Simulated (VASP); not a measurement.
B:

```
CELL_PARAMETERS angstrom
2.48202 0.00000 0.00000
0.00000 2.48202 0.00000
0.00000 0.00000 3.42862
ATOMIC_POSITIONS crystal
B 0.50000 0.50000 0.25178
B 0.50000 0.50000 0.74822
B 0.00000 0.00000 0.00000
```

The cell was built from a structure type or drawn by symmetry, and may not be a known phase.

| Item | Value |
| --- | --- |
| Program | VASP 6.6.1 |
| Task | relaxation of cell and atoms |
| Functional | PBE |
| Potentials or basis | VASP PAW PBE potentials, release 64 (B) |
| Cutoff | 600 eV |
| k mesh | 18 × 18 × 14 |
| Occupations | gaussian, width 0.1 eV |
| Spin | no spin polarisation |

At the start: pressure -0.6 GPa; volume 7.04 Å³/atom.

Q: How do energy, volume and symmetry change on relaxing?

A: Over 7 steps the energy falls by 6.9 meV/atom and the volume is 6.93 Å³/atom (-1.5 %); space group P4/mmm (No. 123, to 0.1 Å) before and after.

Step by step:
```
step  energy change (eV)  largest force (eV/Å)  pressure (GPa)  volume (Å³)
   1              0.0000                0.3101           -0.62        21.12
   2             -0.0167                0.1233           -1.52        21.04
   3             -0.0174                0.2216           -1.66        21.02
   4             -0.0188                0.1805            0.07        20.76
   5             -0.0205                0.0140           -0.70        20.86
   6             -0.0206                0.0081            0.39        20.77
   7             -0.0206                0.0001            0.00        20.80
```

Final structure:
```yaml
crystal:
  lattice:
    - [2.44329, 0.00000, 0.00000]
    - [0.00000, 2.44329, 0.00000]
    - [0.00000, 0.00000, 3.48475]
  atoms:
    - { symbol: B, position: [0.50000, 0.50000, 0.25621] }
    - { symbol: B, position: [0.50000, 0.50000, 0.74379] }
    - { symbol: B, position: [0.00000, 0.00000, 0.00000] }
```
